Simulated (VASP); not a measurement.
# MgS (Niningerite) (Fm-3m) in VASP: a series of runs

The runs below take MgS (Niningerite) through single point, with PBEsol.

Program: VASP 6.6.1. These are calculated values, not measurements. Logs are shortened: lines on timing, memory, paths and dates and some standing lists are left out, and cuts for length are marked.

## (1) The cell of the first run

The structure is cubic, space group Fm-3m (No. 225). The conventional cell has a = 4.883 Å, b = 4.883 Å, c = 4.883 Å, α = 90.00°, β = 90.00°, γ = 90.00°. Mg (site symmetry m-3m) has 6 S at 2.44 Å within 3.2 Å. S (site symmetry m-3m) has 6 Mg at 2.44 Å within 3.2 Å.

## (2) Single point, PBEsol

INCAR reads:

```
ALGO     = Normal         # electronic algorithm
EDIFF    = 1E-6           # SCF threshold, eV
ENCUT    = 600            # plane-wave cutoff, eV
GGA      = PS             # functional
GGA_COMPAT= F            
ISIF     = 2              # what is computed and relaxed
ISMEAR   = 0              # smearing method
LASPH    = T              # aspherical terms in the spheres
LCHARG   = F              # write CHGCAR
LREAL    = F              # projectors in reciprocal space
LWAVE    = F              # write WAVECAR
NBANDS   = 11             # bands
NELM     = 120            # most SCF steps
PREC     = Accurate       # precision mode
SIGMA    = 0.01           # smearing width, eV
```

KPOINTS reads:

```
k-points
0
Gamma
  7 7 7
```

POSCAR reads:

```
MgS
1.0
    0.0000000000      2.4416304061      2.4416304061
    2.4416304061      0.0000000000      2.4416304061
    2.4416304061      2.4416304061      0.0000000000
Mg S
1 1
Direct
    0.0000000000      0.0000000000      0.0000000000
    0.5000000000      0.5000000000      0.5000000000
```

Potentials or basis: VASP PAW PBE potentials, release 64 (Mg, S).

Command:

```
> cat potpaw_PBE.64/Mg/POTCAR potpaw_PBE.64/S/POTCAR > POTCAR
> mpirun -np 1 vasp_std > vasp.out
```

OUTCAR:

```text
EDIFF = 1E-6
   ENCUT = 600
   GGA = PS
   ISIF = 2
   ISMEAR = 0
   LASPH = T
   LREAL = F
   NELM = 120
   PREC = Accurate

 ion  position               nearest neighbor table
   1  0.000  0.000  0.000-   2 2.44   2 2.44   2 2.44   2 2.44   2 2.44   2 2.44
   2  0.500  0.500  0.500-   1 2.44   1 2.44   1 2.44   1 2.44   1 2.44   1 2.44

  LATTYP: Found a face centered cubic cell.
 ALAT       =     4.8832608122

  Lattice vectors:

 A1 = (   0.0000000000,   2.4416304061,   2.4416304061)
 A2 = (   2.4416304061,   0.0000000000,   2.4416304061)
 A3 = (   2.4416304061,   2.4416304061,   0.0000000000)

Analysis of symmetry for initial positions (statically):
=====================================================================
 Subroutine PRICEL returns:
 Original cell was already a primitive cell.

 Routine SETGRP: Setting up the symmetry group for a
 face centered cubic supercell.

 Subroutine GETGRP returns: Found 48 space group operations
 (whereof 48 operations were pure point group operations)
 out of a pool of 48 trial point group operations.

The static configuration has the point symmetry O_h .

Analysis of symmetry for dynamics (positions and initial velocities):
=====================================================================
 Subroutine PRICEL returns:
 Original cell was already a primitive cell.

 Routine SETGRP: Setting up the symmetry group for a
 face centered cubic supercell.

 Subroutine GETGRP returns: Found 48 space group operations
 (whereof 48 operations were pure point group operations)
 out of a pool of 48 trial point group operations.

The dynamic configuration has the point symmetry O_h .

 Subroutine INISYM returns: Found 48 space group operations
 (whereof 48 operations are pure point group operations),
 and found     1 'primitive' translations

----------------------------------------------------------------------------------------

                                     Primitive cell

  volume of cell :      29.1118

  direct lattice vectors                    reciprocal lattice vectors
     0.000000000  2.441630406  2.441630406    -0.204781198  0.204781198  0.204781198
     2.441630406  0.000000000  2.441630406     0.204781198 -0.204781198  0.204781198
     2.441630406  2.441630406  0.000000000     0.204781198  0.204781198 -0.204781198

  length of vectors
     3.452986835  3.452986835  3.452986835     0.354691440  0.354691440  0.354691440

  position of ions in fractional coordinates (direct lattice)
     0.000000000  0.000000000  0.000000000
     0.500000000  0.500000000  0.500000000

  ion indices of the primitive-cell ions
   primitive index   ion index
                 1           1
                 2           2

----------------------------------------------------------------------------------------

 KPOINTS: k-points

Automatic generation of k-mesh.
 Grid dimensions read from file:
 generate k-points for:    7    7    7

 Generating k-lattice:

  Cartesian coordinates                     Fractional coordinates (reciprocal lattice)
    -0.029254457  0.029254457  0.029254457     0.142857143  0.000000000  0.000000000
     0.029254457 -0.029254457  0.029254457     0.000000000  0.142857143  0.000000000
     0.029254457  0.029254457 -0.029254457     0.000000000  0.000000000  0.142857143

  Length of vectors
     0.050670206  0.050670206  0.050670206

  Shift w.r.t. Gamma in fractional coordinates (k-lattice)
     0.000000000  0.000000000  0.000000000

 Subroutine IBZKPT returns following result:
 ===========================================

 Found     20 irreducible k-points:

 Following reciprocal coordinates:
            Coordinates               Weight
  0.000000  0.000000  0.000000      1.000000
  0.142857  0.000000  0.000000      8.000000
  0.285714  0.000000  0.000000      8.000000
  0.428571  0.000000  0.000000      8.000000
  0.142857  0.142857  0.000000      6.000000
  0.285714  0.142857  0.000000     24.000000
[... 12 lines left out ...]
 -0.428571  0.428571  0.142857     24.000000
 -0.285714  0.428571  0.142857     24.000000
   k-points           NKPTS =     20   k-points in BZ     NKDIM =     20   number of bands    NBANDS=     11
   number of dos      NEDOS =    301   number of ions     NIONS =      2
   total plane-waves  NPLWV =  21952
   dimension x,y,z NGX =    28 NGY =   28 NGZ =   28
   dimension x,y,z NGXF=    56 NGYF=   56 NGZF=   56
   ions per type =               1   1
   NGX,Y,Z   is equivalent  to a cutoff of  13.48, 13.48, 13.48 a.u.
   NGXF,Y,Z  is equivalent  to a cutoff of  26.96, 26.96, 26.96 a.u.
 SYSTEM =  unknown system
   PREC   = accura    normal or accurate (medium, high low for compatibility)
   ISTART =      0    job   : 0-new  1-cont  2-samecut
   ICHARG =      2    charge: 1-file 2-atom 10-const
   ISPIN  =      1    spin polarized calculation?
   LNONCOLLINEAR =      F non collinear calculations
   LSORBIT =      F    spin-orbit coupling
   LASPH  =      T    aspherical Exc in radial PAW
   ENCUT  =  600.0 eV  44.10 Ry    6.64 a.u.   6.90  6.90  6.90*2*pi/ulx,y,z
   NELM   =    120;   NELMIN=  2; NELMDL= -5     # of ELM steps
   EDIFF  = 0.1E-05   stopping-criterion for ELM
   LREAL  =      F    real-space projection
   EDIFFG = 0.1E-04   stopping-criterion for IOM
   NSW    =      0    number of steps for IOM
   IBRION =     -1    ionic relax: 0-MD 1-quasi-New 2-CG
   NFREE  =      0    steps in history (QN), initial steepest desc. (CG)
   ISIF   =      2    stress and relaxation
   ISYM   =      2    0-nonsym 1-usesym 2-fastsym
   POTIM  = 0.5000    time-step for ionic-motion
   TEBEG  =    0.0;   TEEND  =   0.0 temperature during run
   PSTRESS=    0.0 pullay stress
   NELECT =       8.0000    total number of electrons
   NUPDOWN=      -1.0000    fix difference up-down
   EMIN   =  10.00;   EMAX   =-10.00  energy-range for DOS
   EFERMI =   0.00;   METHOD = LEGACY
   ISMEAR =     0;   SIGMA  =   0.01  broadening in eV -4-tet -1-fermi 0-gaus
   EFERMI_NEDOS =   21; number of points for ismear=-14 and -15
   IALGO  =     38    algorithm
   IMIX   =      4    mixing-type and parameters
     AMIX     =   0.40;   BMIX     =  1.00
     AMIX_MAG =   1.60;   BMIX_MAG =  1.00
  volume/ion in A,a.u.               =      14.56        98.23
  Fermi-wavevector in a.u.,A,eV,Ry     =   1.064343  2.011316 15.413031  1.132826
  Thomas-Fermi vector in A             =   2.199858
   LORBIT       =      0    0 simple, 1 ext, 2 COOP (PROOUT), +10 PAW based schemes
   GGA     = PS    functional components
   LHFCALC =     F    Hartree Fock is set to
   AEXX    =    0.0000 exact exchange contribution
   IVDW    =     0    specifies the selected vdW correction
   LEPSILON=     F    determine dielectric tensor
   LRPA    =     F    only Hartree local field effects (RPA)
 non-spin polarized calculation
 Gauss-broadening in eV      SIGMA  =   0.01
  energy-cutoff  :      600.00
  volume of cell :       29.11
 maximum number of plane-waves:       984
   NGX = 13   NGY = 13   NGZ = 13

 number of electron       7.9999999 magnetization

 Free energy of the ion-electron system (eV)
  ---------------------------------------------------
  ext. energy  EPLUGINS =         0.00000000
  ---------------------------------------------------
  free energy    TOTEN  =        -8.77424557 eV

  energy without entropy =       -8.77424557  energy(sigma->0) =       -8.77424557

 E-fermi :   5.6907     XC(G=0): -10.6497

 val. band max:        5.5715632925   @ k =   0.0000   0.0000   0.0000
 cond. band min:       8.8759646217   @ k =   0.4286   0.4286   0.0000
 fundamental gap:      3.3044013292
 Fermi energy:         5.6906953423

 k-point     1 :       0.0000    0.0000    0.0000
  band No.  band energies     occupation
      1      -8.3616      2.00000
      2       5.5716      2.00000
      3       5.5716      2.00000
      4       5.5716      2.00000
      5      10.8470      0.00000
      6      13.2173      0.00000
      7      13.2173      0.00000
      8      13.2173      0.00000
      9      16.0355      0.00000
     10      16.0355      0.00000
     11      18.2569      0.00000

 k-point     2 :       0.1429    0.0000    0.0000
  band No.  band energies     occupation
      1      -8.0990      2.00000
      2       4.0642      2.00000
      3       5.3761      2.00000
      4       5.3761      2.00000
      5      11.4375      0.00000
      6      13.3459      0.00000
      7      13.6257      0.00000
      8      13.6257      0.00000
      9      15.4567      0.00000
     10      15.4567      0.00000
     11      19.3797      0.00000

 k-point     3 :       0.2857    0.0000    0.0000
  band No.  band energies     occupation
      1      -7.3933      2.00000
      2       1.6022      2.00000
      3       5.0005      2.00000
      4       5.0005      2.00000
      5      10.7654      0.00000
      6      13.2449      0.00000
      7      13.2449      0.00000
      8      15.7807      0.00000
      9      16.6364      0.00000
     10      16.6364      0.00000
     11      18.4183      0.00000

 k-point     4 :       0.4286    0.0000    0.0000
  band No.  band energies     occupation
      1      -6.6226      2.00000
      2      -0.1803      2.00000
      3       4.7446      2.00000
      4       4.7446      2.00000
      5      10.2757      0.00000
      6      12.6489      0.00000
      7      12.6489      0.00000
      8      17.6233      0.00000
      9      18.4329      0.00000
     10      19.4965      0.00000
     11      19.4965      0.00000

 k-point     5 :       0.1429    0.1429    0.0000
  band No.  band energies     occupation
      1      -8.0129      2.00000
      2       4.1927      2.00000
      3       5.0032      2.00000
      4       5.0032      2.00000
      5      11.8615      0.00000
      6      12.1726      0.00000
      7      14.1851      0.00000
      8      14.3963      0.00000
      9      14.3963      0.00000
     10      16.4274      0.00000
     11      20.6113      0.00000
[... 155 lines left out ...]
 k-point    17 :       0.4286    0.2857    0.1429
  band No.  band energies     occupation
      1      -6.8507      2.00000
      2       1.4443      2.00000
      3       3.1774      2.00000
      4       4.3328      2.00000
      5      11.6970      0.00000
      6      11.7624      0.00000
      7      13.3129      0.00000
      8      16.0277      0.00000
      9      16.7580      0.00000
     10      20.7212      0.00000
     11      22.4621      0.00000

 k-point    18 :      -0.4286    0.2857    0.1429
  band No.  band energies     occupation
      1      -6.2297      2.00000
      2       0.5036      2.00000
      3       2.4831      2.00000
      4       3.8636      2.00000
      5      11.3852      0.00000
      6      12.2566      0.00000
      7      14.1389      0.00000
      8      15.6507      0.00000
      9      18.6450      0.00000
     10      20.6067      0.00000
     11      22.2406      0.00000

 k-point    19 :      -0.4286    0.4286    0.1429
  band No.  band energies     occupation
      1      -6.0214      2.00000
      2       0.6810      2.00000
      3       2.5082      2.00000
      4       3.0718      2.00000
      5      10.2840      0.00000
      6      11.0152      0.00000
      7      15.2306      0.00000
      8      17.2569      0.00000
      9      20.0183      0.00000
     10      21.7242      0.00000
     11      22.8773      0.00000

 k-point    20 :      -0.2857    0.4286    0.1429
  band No.  band energies     occupation
      1      -5.9088      2.00000
      2       1.1613      2.00000
      3       1.3159      2.00000
      4       3.1452      2.00000
      5      10.8756      0.00000
      6      13.1590      0.00000
      7      14.6812      0.00000
      8      14.7867      0.00000
      9      20.2122      0.00000
     10      20.3197      0.00000
     11      23.9487      0.00000

------------------------ aborting loop because EDIFF is reached ----------------------------------------

  FORCE on cell =-STRESS in cart. coord.  units (eV):
  Direction    XX          YY          ZZ          XY          YZ          ZX
  --------------------------------------------------------------------------------------
  -------------------------------------------------------------------------------------
  Total        3.6240414      3.6240414      3.6240414      0.0000000      0.0000000     -0.0000000
  in kB      199.4499662    199.4499662    199.4499662      0.0000000      0.0000000     -0.0000000
  external PRESSURE =     199.4499662 kB  Pullay stress =       0.0000000 kB

 VOLUME and BASIS-vectors are now :
 -----------------------------------------------------------------------------
  energy-cutoff  :      600.00
  volume of cell :       29.11
      direct lattice vectors                 reciprocal lattice vectors
     0.000000000  2.441630406  2.441630406    -0.204781198  0.204781198  0.204781198
     2.441630406  0.000000000  2.441630406     0.204781198 -0.204781198  0.204781198
     2.441630406  2.441630406  0.000000000     0.204781198  0.204781198 -0.204781198

 POSITION                                       TOTAL-FORCE (eV/Angst)
 -----------------------------------------------------------------------------------
      0.00000      0.00000      0.00000         0.000000      0.000000      0.000000
      2.44163      2.44163      2.44163        -0.000000     -0.000000      0.000000
 -----------------------------------------------------------------------------------
    total drift:                                0.000000      0.000000      0.000000

  FREE ENERGIE OF THE ION-ELECTRON SYSTEM (eV)
  ---------------------------------------------------
  free  energy   TOTEN  =        -8.7742455664 eV

  energy  without entropy=       -8.7742455664  energy(sigma->0) =       -8.77424557
```

It took 4.4 s on 1 thread of Intel Xeon 6975P-C (Granite Rapids), shared host; peak memory 0.15 GiB.

Results:

```
Free energy            : -8.7742 eV
Pressure               : 19.9 GPa
Band gap on the k mesh : 3.30 eV, indirect (least direct gap 5.28 eV)
```

Caveat: the PAW data sets were made with another functional, which shifts forces and pressure a little.

## (3) Single point, PBEsol

This run uses another cell than the first one, of 15.68 Å³/atom, 1.077 times its volume.

INCAR reads:

```
  PREC = Accurate
  ENCUT = 600
  EDIFF = 1E-6
  ISMEAR = 0
  SIGMA = 0.01
  LREAL = F
  LASPH = T
  NELM = 120
  ALGO = Normal
  ISIF = 2
  LWAVE = F
  LCHARG = T
  GGA = PS
  LELF = T
  LVHAR = T
  NBANDS = 11
  GGA_COMPAT = F
```

KPOINTS reads:

```
regular mesh
0
Gamma
  7 7 7
```

POSCAR reads:

```
MgS
1.0
    0.0000000000      2.5030755971      2.5030755971
    2.5030755971      0.0000000000      2.5030755971
    2.5030755971      2.5030755971      0.0000000000
Mg S
1 1
Direct
    0.0000000000      0.0000000000      0.0000000000
    0.5000000000      0.5000000000      0.5000000000
```

Potentials or basis: VASP PAW PBE potentials, release 64 (Mg, S).

Command:

```
> cat potpaw_PBE.64/Mg/POTCAR potpaw_PBE.64/S/POTCAR > POTCAR
> mpirun -np 1 vasp_std > vasp.out
```

It took 4.9 s on 1 thread of Intel Xeon 6975P-C (Granite Rapids), shared host; peak memory 0.16 GiB.

Results (log left out):

```
Free energy            : -8.9800 eV
Pressure               : 9.9 GPa
Band gap on the k mesh : 3.16 eV, indirect (least direct gap 4.57 eV)
```

Levels at points of the mesh, in eV from the valence-band top:
```csv
k point,band 1,band 2,band 3,band 4,band 5,band 6,band 7,band 8,band 9
"(0.00, 0.00, 0.00)",-13.41,0.00,0.00,0.00,4.57,7.75,7.75,7.75,10.42
```

Caveat: the PAW data sets were made with another functional, which shifts forces and pressure a little. A k mesh can miss the band edges.
